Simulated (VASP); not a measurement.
Crystal: AgI.

```
Ag I
1.0
     0.00000    3.28857    3.28857
     3.28857    0.00000    3.28857
     3.28857    3.28857    0.00000
Ag I
1 1
Direct
  0.00000 0.00000 0.00000
  0.25000 0.25000 0.25000
```

Base run:

- Program: VASP 6.6.1
- Functional: r2SCAN
- Potentials or basis: VASP PAW PBE potentials, release 64 (Ag, I)
- Cutoff: 550 eV
- k mesh: 4 × 4 × 4
- Occupations: gaussian, width 0.01 eV
- Spin: no spin polarisation

Its results: band gap on the k mesh 1.79 eV, direct; pressure 0.0 GPa.

The run is repeated on the same cell with these changes: functional from r2SCAN to PBE; cutoff from 550 eV to 500 eV. What comes out?

Band gap on the k mesh 1.34 eV, direct; pressure 0.7 GPa.

r2SCAN gives the wider gap, since meta-GGAs in the generalised Kohn-Sham scheme recover part of the derivative discontinuity.

Caveats: spin-orbit coupling is left out, which moves the levels of the heavy elements; the PAW data sets were made with another functional, which shifts forces and pressure a little (some runs).

